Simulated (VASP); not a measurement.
Wanted: the native input for a VASP 6.6.1 run.

```
Task                   : single point
Functional             : LDA
Potentials or basis    : VASP PAW LDA potentials, release 64 (Ni)
Cutoff                 : 520 eV
k mesh                 : 20 × 20 × 12
Occupations            : gaussian, width 0.15 eV
Spin                   : no spin polarisation
Dipole correction      : no
Further INCAR settings : ALGO = Fast; EDIFF = 1e-06; NBANDS = 17
```

The structure of Ni lies in POSCAR:

```
Ni
1.0
   -1.3590661858      1.3590661858      1.3590661858
    1.3590661858     -1.3590661858      1.3590661858
    2.7181323716      2.7181323716      0.0000000000
Ni
2
Direct
    0.0266335205     -0.0680590232      0.0000000000
    0.4733664795      0.5680590232      0.5000000000
```

This cell differs from its parent crystal: atoms displaced along a vibrational mode.

These files were run (other wordings do the same):

INCAR

```
SYSTEM = Ni
PREC = Accurate ; ENCUT = 520
EDIFF = 1E-6 ; ISMEAR = 0
SIGMA = 0.15 ; LREAL = .FALSE.
LASPH = .TRUE. ; NELM = 80
ALGO = Fast ; ISIF = 2
LWAVE = .FALSE. ; LCHARG = .FALSE.
NBANDS = 17
```

KPOINTS

```
Automatic mesh
0
G
  20 20 12
  0 0 0
```

Potentials or basis: VASP PAW LDA potentials, release 64 (Ni).

The run is started by

```sh
$ cat potpaw_LDA.64/Ni/POTCAR > POTCAR
$ mpirun -np 1 vasp_std > vasp.out
```

Results of the run:

| Item | Value |
| --- | --- |
| Pressure | 1.5 GPa |
| Largest force | 0.475 eV/Å |
| Band gap on the k mesh | zero (bands 10 and 11 overlap by 0.66 eV) |

Caveat: the cell differs from its parent crystal (atoms displaced along a vibrational mode); the run has no spin polarisation, though such a crystal can be magnetic.

It took 2.9 min on 1 thread of Intel(R) Xeon(R) 6975P-C (Granite Rapids), on a shared host, peak memory 0.47 GiB.
